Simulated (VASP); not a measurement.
# SnH in VASP: a series of runs

SnH is run at these levels: PBE, r2SCAN; tasks: single point.

Program: VASP 6.6.1. These are calculated values, not measurements. Logs are shortened: lines on timing, memory, paths and dates and some standing lists are left out, and cuts for length are marked.

## (1) The cell of the first run

The cell holds a slab with vacuum, 4 atoms: a = 4.659 Å, b = 4.659 Å, c = 32.367 Å, α = 90.00°, β = 90.00°, γ = 120.00°.

## (2) Single point, PBE

INCAR

```
SYSTEM = SnH
PREC = Accurate ; ENCUT = 520
EDIFF = 1E-7 ; ISMEAR = 0
SIGMA = 0.01 ; LREAL = .False.
LASPH = .True. ; NELM = 100
ALGO = Normal ; ISIF = 2
LWAVE = .False. ; LCHARG = .False.
LDIPOL = .True. ; IDIPOL = 3
DIPOL = 0.5 0.5 0.309 ; GGA = PE
NBANDS = 23
```

KPOINTS

```
regular mesh
0
Gamma
  6 6 1
  0 0 0
```

POSCAR

```
SnH
1.0
    4.6586366863      0.0000000000      0.0000000000
   -2.3293183432      4.0344977173      0.0000000000
    0.0000000000      0.0000000000     32.3669333360
Sn H
2 2
Direct
    0.3333333333      0.6666666667      0.3217239091
    0.6666666667      0.3333333333      0.2961906703
    0.3333333333      0.6666666667      0.3749236694
    0.6666666667      0.3333333333      0.2429909100
```

Potentials or basis: VASP PAW PBE potentials, release 64 (Sn_d, H).

On the command line:

```console
cat potpaw_PBE.64/Sn_d/POTCAR potpaw_PBE.64/H/POTCAR > POTCAR
mpirun -np 1 vasp_std > vasp.out
```

OUTCAR:

```text
SYSTEM = SnH
   PREC = Accurate
   ENCUT = 520
   EDIFF = 1E-7
   ISMEAR = 0
   LREAL = .False.
   LASPH = .True.
   NELM = 100
   ISIF = 2
   GGA = PE

 ion  position               nearest neighbor table
   1  0.333  0.667  0.322-   3 1.72   2 2.81   2 2.81   2 2.81
   2  0.667  0.333  0.296-   4 1.72   1 2.81   1 2.81   1 2.81
   3  0.333  0.667  0.375-   1 1.72
   4  0.667  0.333  0.243-   2 1.72

  LATTYP: Found a hexagonal cell.
 ALAT       =     4.6586366863
 C/A-ratio  =     6.9477264521

  Lattice vectors:

 A1 = (   4.6586366863,   0.0000000000,   0.0000000000)
 A2 = (  -2.3293183432,   4.0344977173,   0.0000000000)
 A3 = (   0.0000000000,   0.0000000000,  32.3669333360)

Analysis of symmetry for initial positions (statically):
=====================================================================
 Subroutine PRICEL returns:
 Original cell was already a primitive cell.

 Routine SETGRP: Setting up the symmetry group for a
 hexagonal supercell.

 Subroutine GETGRP returns: Found 12 space group operations
 (whereof  6 operations were pure point group operations)
 out of a pool of 24 trial point group operations.

The static configuration has the point symmetry C_3v.
 The point group associated with its full space group is D_3d.

Analysis of symmetry for dynamics (positions and initial velocities):
=====================================================================
 Subroutine PRICEL returns:
 Original cell was already a primitive cell.

 Routine SETGRP: Setting up the symmetry group for a
 hexagonal supercell.

 Subroutine GETGRP returns: Found 12 space group operations
 (whereof  6 operations were pure point group operations)
 out of a pool of 24 trial point group operations.

The dynamic configuration has the point symmetry C_3v.
 The point group associated with its full space group is D_3d.

 Subroutine INISYM returns: Found 12 space group operations
 (whereof  6 operations are pure point group operations),
 and found     1 'primitive' translations

----------------------------------------------------------------------------------------

                                     Primitive cell

  volume of cell :     608.3449

  direct lattice vectors                    reciprocal lattice vectors
     4.658636686  0.000000000  0.000000000     0.214655073  0.123931164  0.000000000
    -2.329318343  4.034497717  0.000000000     0.000000000  0.247862329  0.000000000
     0.000000000  0.000000000 32.366933336     0.000000000  0.000000000  0.030895729

  length of vectors
     4.658636686  4.658636686 32.366933336     0.247862329  0.247862329  0.030895729

  position of ions in fractional coordinates (direct lattice)
     0.333333333  0.666666667  0.321723909
     0.666666667  0.333333333  0.296190670
     0.333333333  0.666666667  0.374923669
     0.666666667  0.333333333  0.242990910

  ion indices of the primitive-cell ions
   primitive index   ion index
                 1           1
                 2           2
                 3           3
                 4           4

----------------------------------------------------------------------------------------

 KPOINTS: regular mesh

Automatic generation of k-mesh.
 Grid dimensions read from file:
 generate k-points for:    6    6    1

 Generating k-lattice:

  Cartesian coordinates                     Fractional coordinates (reciprocal lattice)
     0.035775846  0.020655194  0.000000000     0.166666667  0.000000000  0.000000000
     0.000000000  0.041310388  0.000000000     0.000000000  0.166666667  0.000000000
     0.000000000  0.000000000  0.030895729     0.000000000  0.000000000  1.000000000

  Length of vectors
     0.041310388  0.041310388  0.030895729

  Shift w.r.t. Gamma in fractional coordinates (k-lattice)
     0.000000000  0.000000000  0.000000000

 Subroutine IBZKPT returns following result:
 ===========================================

 Found      7 irreducible k-points:

 Following reciprocal coordinates:
            Coordinates               Weight
  0.000000  0.000000  0.000000      1.000000
  0.166667 -0.000000  0.000000      6.000000
  0.333333 -0.000000  0.000000      6.000000
  0.500000  0.000000  0.000000      3.000000
  0.166667  0.166667  0.000000      6.000000
  0.333333  0.166667  0.000000     12.000000
  0.333333  0.333333  0.000000      2.000000
   k-points           NKPTS =      7   k-points in BZ     NKDIM =      7   number of bands    NBANDS=     23
   number of dos      NEDOS =    301   number of ions     NIONS =      4
   total plane-waves  NPLWV = 324000
   dimension x,y,z NGX =    36 NGY =   36 NGZ =  250
   dimension x,y,z NGXF=    72 NGYF=   72 NGZF=  500
   ions per type =               2   2
   NGX,Y,Z   is equivalent  to a cutoff of  12.85, 12.85, 12.84 a.u.
   NGXF,Y,Z  is equivalent  to a cutoff of  25.69, 25.69, 25.68 a.u.
 SYSTEM =  SnH
   PREC   = accura    normal or accurate (medium, high low for compatibility)
   ISTART =      0    job   : 0-new  1-cont  2-samecut
   ICHARG =      2    charge: 1-file 2-atom 10-const
   ISPIN  =      1    spin polarized calculation?
   LNONCOLLINEAR =      F non collinear calculations
   LSORBIT =      F    spin-orbit coupling
   LASPH  =      T    aspherical Exc in radial PAW
   ENCUT  =  520.0 eV  38.22 Ry    6.18 a.u.   8.66  8.66 60.18*2*pi/ulx,y,z
   NELM   =    100;   NELMIN=  2; NELMDL= -5     # of ELM steps
   EDIFF  = 0.1E-06   stopping-criterion for ELM
   LREAL  =      F    real-space projection
   EDIFFG = 0.1E-05   stopping-criterion for IOM
   NSW    =      0    number of steps for IOM
   IBRION =     -1    ionic relax: 0-MD 1-quasi-New 2-CG
   NFREE  =      0    steps in history (QN), initial steepest desc. (CG)
   ISIF   =      2    stress and relaxation
   ISYM   =      2    0-nonsym 1-usesym 2-fastsym
   POTIM  = 0.5000    time-step for ionic-motion
   TEBEG  =    0.0;   TEEND  =   0.0 temperature during run
   PSTRESS=    0.0 pullay stress
   NELECT =      30.0000    total number of electrons
   NUPDOWN=      -1.0000    fix difference up-down
   EMIN   =  10.00;   EMAX   =-10.00  energy-range for DOS
   EFERMI =   0.00;   METHOD = LEGACY
   ISMEAR =     0;   SIGMA  =   0.01  broadening in eV -4-tet -1-fermi 0-gaus
   EFERMI_NEDOS =   21; number of points for ismear=-14 and -15
   IALGO  =     38    algorithm
   IMIX   =      4    mixing-type and parameters
     AMIX     =   0.40;   BMIX     =  1.00
     AMIX_MAG =   1.60;   BMIX_MAG =  1.00
  volume/ion in A,a.u.               =     152.09      1026.33
  Fermi-wavevector in a.u.,A,eV,Ry     =   0.600342  1.134482  4.903680  0.360410
  Thomas-Fermi vector in A             =   1.652164
   LORBIT       =      0    0 simple, 1 ext, 2 COOP (PROOUT), +10 PAW based schemes
   GGA     = PE    functional components
   LHFCALC =     F    Hartree Fock is set to
   AEXX    =    0.0000 exact exchange contribution
   IVDW    =     0    specifies the selected vdW correction
   LEPSILON=     F    determine dielectric tensor
   LRPA    =     F    only Hartree local field effects (RPA)
 non-spin polarized calculation
 Gauss-broadening in eV      SIGMA  =   0.01
  energy-cutoff  :      520.00
  volume of cell :      608.34
 maximum number of plane-waves:     16428
 NGX is ok and might be reduce to    36
   NGX = 17   NGY = 17   NGZ =121

 dipolmoment           0.000000      0.000000     -0.000001 electrons x Angstroem

 number of electron      29.9999995 magnetization

 dipolmoment           0.000000      0.000000      0.000001 electrons x Angstroem

 Free energy of the ion-electron system (eV)
  ---------------------------------------------------
  ext. energy  EPLUGINS =         0.00000000
  ---------------------------------------------------
  free energy    TOTEN  =       -13.61152790 eV

  energy without entropy =      -13.61152790  energy(sigma->0) =      -13.61152790

 E-fermi :  -3.7023     XC(G=0):  -1.5325

 val. band max:       -3.7473549903   @ k =   0.0000   0.0000   0.0000
 cond. band min:      -3.1798210799   @ k =   0.0000   0.0000   0.0000
 fundamental gap:      0.5675339104
 Fermi energy:        -3.7023284568

 k-point     1 :       0.0000    0.0000    0.0000
  band No.  band energies     occupation
      1     -24.8121      2.00000
      2     -24.8121      2.00000
      3     -24.7044      2.00000
      4     -24.7044      2.00000
      5     -24.6796      2.00000
      6     -24.5999      2.00000
[... 15 lines left out ...]
     22       1.2236      0.00000
     23       1.5739      0.00000

 k-point     2 :       0.1667   -0.0000    0.0000
  band No.  band energies     occupation
      1     -24.8299      2.00000
      2     -24.8223      2.00000
      3     -24.7003      2.00000
      4     -24.6787      2.00000
      5     -24.6772      2.00000
      6     -24.5899      2.00000
[... 15 lines left out ...]
     22       1.4783      0.00000
     23       1.7445      0.00000

 k-point     3 :       0.3333   -0.0000    0.0000
  band No.  band energies     occupation
      1     -24.8528      2.00000
      2     -24.8276      2.00000
      3     -24.7278      2.00000
      4     -24.6664      2.00000
      5     -24.6406      2.00000
      6     -24.5547      2.00000
[... 15 lines left out ...]
     22       2.2979      0.00000
     23       2.4533      0.00000

 k-point     4 :       0.5000    0.0000    0.0000
  band No.  band energies     occupation
      1     -24.8613      2.00000
      2     -24.8229      2.00000
      3     -24.7479      2.00000
      4     -24.6672      2.00000
      5     -24.6252      2.00000
      6     -24.5314      2.00000
[... 15 lines left out ...]
     22       3.2402      0.00000
     23       3.3194      0.00000

 k-point     5 :       0.1667    0.1667    0.0000
  band No.  band energies     occupation
      1     -24.8584      2.00000
      2     -24.8174      2.00000
      3     -24.7192      2.00000
      4     -24.6611      2.00000
      5     -24.6459      2.00000
      6     -24.5789      2.00000
[... 15 lines left out ...]
     22       1.9582      0.00000
     23       2.2597      0.00000

 k-point     6 :       0.3333    0.1667    0.0000
  band No.  band energies     occupation
      1     -24.8823      2.00000
      2     -24.7999      2.00000
      3     -24.7460      2.00000
      4     -24.6490      2.00000
      5     -24.6211      2.00000
      6     -24.5650      2.00000
[... 15 lines left out ...]
     22       2.8345      0.00000
     23       3.0510      0.00000

 k-point     7 :       0.3333    0.3333    0.0000
  band No.  band energies     occupation
      1     -24.8992      2.00000
      2     -24.7677      2.00000
      3     -24.7677      2.00000
      4     -24.6085      2.00000
      5     -24.6085      2.00000
      6     -24.6028      2.00000
[... 15 lines left out ...]
     22       3.2309      0.00000
     23       3.2310      0.00000

------------------------ aborting loop because EDIFF is reached ----------------------------------------

 vacuum level on the upper side and lower side of the slab       (xc-potential included)        -0.006        -0.006

  FORCE on cell =-STRESS in cart. coord.  units (eV):
  Direction    XX          YY          ZZ          XY          YZ          ZX
  --------------------------------------------------------------------------------------
  -------------------------------------------------------------------------------------
  Total        0.6138926      0.6138926      0.5722397     -0.0000000     -0.0000000      0.0000000
  in kB        1.6167882      1.6167882      1.5070882     -0.0000000     -0.0000000      0.0000000
  external PRESSURE =       1.5802215 kB  Pullay stress =       0.0000000 kB

 VOLUME and BASIS-vectors are now :
 -----------------------------------------------------------------------------
  energy-cutoff  :      520.00
  volume of cell :      608.34
      direct lattice vectors                 reciprocal lattice vectors
     4.658636686  0.000000000  0.000000000     0.214655073  0.123931164  0.000000000
    -2.329318343  4.034497717  0.000000000     0.000000000  0.247862329  0.000000000
     0.000000000  0.000000000 32.366933336     0.000000000  0.000000000  0.030895729

 POSITION                                       TOTAL-FORCE (eV/Angst)
 -----------------------------------------------------------------------------------
     -0.00000      2.68967     10.41322         0.000000     -0.000000     -0.041314
      2.32932      1.34483      9.58678        -0.000000      0.000000      0.041314
     -0.00000      2.68967     12.13513         0.000000      0.000000      0.151985
      2.32932      1.34483      7.86487        -0.000000      0.000000     -0.151985
 -----------------------------------------------------------------------------------
    total drift:                               -0.000000     -0.000000      0.000007

  FREE ENERGIE OF THE ION-ELECTRON SYSTEM (eV)
  ---------------------------------------------------
  free  energy   TOTEN  =       -13.6115279013 eV

  energy  without entropy=      -13.6115279013  energy(sigma->0) =      -13.61152790

 vacuum level on the upper side and lower side of the slab         1.179         1.179
```

Wall time 3.6 min (1 thread of Intel Xeon Platinum 8259CL at 2.50GHz (Skylake/Cascade Lake), shared host); peak memory 0.69 GiB.

Results:

```yaml
Free_energy: -13.6115 eV
Largest_force: 0.152 eV/Å
Band_gap_on_the_k_mesh: 0.57 eV
```

Forces in eV/Å, atoms in the order of the input:
```
Sn   0.000  0.000 -0.041
Sn   0.000  0.000  0.041
H    0.000  0.000  0.152
H    0.000  0.000 -0.152
```

Caveat: spin-orbit coupling is left out, which moves the levels of the heavy elements.

## (3) Single point, r2SCAN

POSCAR is that of step 2.

INCAR.step1

```
SYSTEM = SnH
PREC     = Accurate       ! precision mode
ENCUT    = 520            ! plane-wave cutoff, eV
ISMEAR   = 0              ! smearing method
SIGMA    = 0.01           ! smearing width, eV
LREAL    = .FALSE.        ! projectors in reciprocal space
LASPH    = .TRUE.         ! aspherical terms in the spheres
NELM     = 100            ! most SCF steps
LDIPOL   = .TRUE.       
IDIPOL   = 3            
DIPOL    = 0.5 0.5 0.309
NBANDS   = 23             ! bands
GGA      = PE             ! functional
ALGO     = Normal         ! electronic algorithm
EDIFF    = 1E-4           ! SCF threshold, eV
LWAVE    = .TRUE.         ! write WAVECAR
LCHARG   = .FALSE.        ! write CHGCAR
```

INCAR.step2

```
SYSTEM = SnH
PREC     = Accurate       ! precision mode
ENCUT    = 520            ! plane-wave cutoff, eV
EDIFF    = 1E-7           ! SCF threshold, eV
ISMEAR   = 0              ! smearing method
SIGMA    = 0.01           ! smearing width, eV
LREAL    = .FALSE.        ! projectors in reciprocal space
LASPH    = .TRUE.         ! aspherical terms in the spheres
NELM     = 100            ! most SCF steps
ALGO     = Normal         ! electronic algorithm
ISIF     = 2              ! what is computed and relaxed
LWAVE    = .FALSE.        ! write WAVECAR
LCHARG   = .FALSE.        ! write CHGCAR
LDIPOL   = .TRUE.       
IDIPOL   = 3            
DIPOL    = 0.5 0.5 0.309
METAGGA  = R2SCAN         ! meta-GGA
LMIXTAU  = .TRUE.       
NBANDS   = 23             ! bands
ISTART   = 1
```

KPOINTS

```
Automatic mesh
0
G
  6 6 1
  0 0 0
```

Potentials or basis: VASP PAW PBE potentials, release 64 (Sn_d, H).

On the command line:

```console
cat potpaw_PBE.64/Sn_d/POTCAR potpaw_PBE.64/H/POTCAR > POTCAR
cp INCAR.step1 INCAR
mpirun -np 1 vasp_std > vasp.out
cp INCAR.step2 INCAR
mpirun -np 1 vasp_std > vasp.out
```

Wall time 20 min (1 thread of Intel Xeon Platinum 8259CL at 2.50GHz (Skylake/Cascade Lake), shared host); peak memory 0.81 GiB.

Results (log left out):

* Free energy: -55.5247 eV
* Largest force: 0.006 eV/Å
* Band gap on the k mesh: 0.82 eV

Forces on the atoms (eV/Å):
```
Sn   0.000  0.000  0.005
Sn   0.000  0.000 -0.005
H    0.000  0.000 -0.006
H    0.000  0.000  0.006
```

Levels at points of the mesh, in eV from the valence-band top:
```tsv
k point	band 12	band 13	band 14	band 15	band 16	band 17	band 18	band 19
(0.00, 0.00, 0.00)	-5.56	-2.34	0.00	0.00	0.82	3.69	3.69	4.00
(0.50, 0.00, 0.00)	-6.86	-3.21	-2.63	-1.31	1.87	3.86	4.48	6.03
```

Caveat: the PAW data sets were made with another functional, which shifts forces and pressure a little; spin-orbit coupling is left out, which moves the levels of the heavy elements.
